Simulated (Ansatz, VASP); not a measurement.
## Two plane-wave programs on Te

```
Te
1.0
     3.98890    0.00000    0.00000
    -1.99445    3.45449    0.00000
     0.00000    0.00000    8.53987
Te
4
Direct
  0.00000 0.00000 0.00000
  0.00000 0.00000 0.50000
  0.33333 0.66667 0.25000
  0.66667 0.33333 0.75000
```

Alike in both runs: functional LDA; k mesh 11 × 11 × 3; occupations fermi-dirac, width 0.1 eV; no spin polarisation.

Ansatz relaxed the structure, and its values are those at the end. VASP's run is a single point on that final structure, the one shown.

```csv
,VASP,Ansatz
version,VASP 6.6.1,Ansatz 0.2.0
potentials or method,"VASP PAW LDA potentials, release 64 (Te), cutoff 520 eV","plane waves (420 eV) with PAW, scalar-relativistic"
valence electrons in the cell,24,64
```

VASP gave:

* pressure (GPa): 0.1

Q: Estimate Ansatz's values.

A: Pressure (GPa): 0.0.

Ansatz warns that its potentials were made for another functional, while VASP's fit it. LDA's correlation is that of Perdew and Zunger in VASP and of Perdew and Wang (1992) in Ansatz. VASP's potentials hold 24 valence electrons a cell and Ansatz's 64, so a difference there can come from the potentials and not from the codes.

Neither program's run includes spin-orbit coupling.
